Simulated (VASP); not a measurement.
Crystal: Y.

```
Y
1.0
     0.00000    3.54541    3.54541
     3.54541    0.00000    3.54541
     3.54541    3.54541    0.00000
Y
2
Cartesian
  0.8864 0.8864 0.8864
  6.2045 6.2045 6.2045
```

This isn't the form of Y at room conditions, which is hcp.

```yaml
Program: VASP 6.6.1
Task: relaxation of cell and atoms
Functional: RPBE
Potentials_or_basis: VASP PAW PBE potentials, release 64 (Y_sv)
Cutoff: 500 eV
k_mesh: 8 × 8 × 8
Occupations: fermi-dirac, width 0.1 eV
Spin: no spin polarisation
```

At the start: pressure 0.9 GPa; volume 44.57 Å³/atom.

Q: Where does the relaxation end?

A: Over 5 steps the energy falls by 16.1 meV/atom and the volume is 51.73 Å³/atom (+16.1 %); space group Fd-3m (No. 227, to 0.1 Å) before and after.

The path:
```tsv
step	energy change (eV)	largest force (eV/Å)	pressure (GPa)	volume (Å³)
1	0.0000	0.0000	0.85	89.13
2	-0.0135	0.0000	0.56	92.22
3	-0.0287	0.0000	0.21	98.87
4	-0.0220	0.0000	-0.37	113.11
5	-0.0321	0.0000	0.03	103.46
```

Final structure:
```
Y
1.0
     0.00000    3.72608    3.72608
     3.72608    0.00000    3.72608
     3.72608    3.72608    0.00000
Y
2
Cartesian
  0.9315 0.9315 0.9315
  6.5206 6.5206 6.5206
```

Caveat: the volume moved by over 15 % at a fixed basis, so the end points are rough; the PAW data sets were made with another functional, which shifts forces and pressure a little.
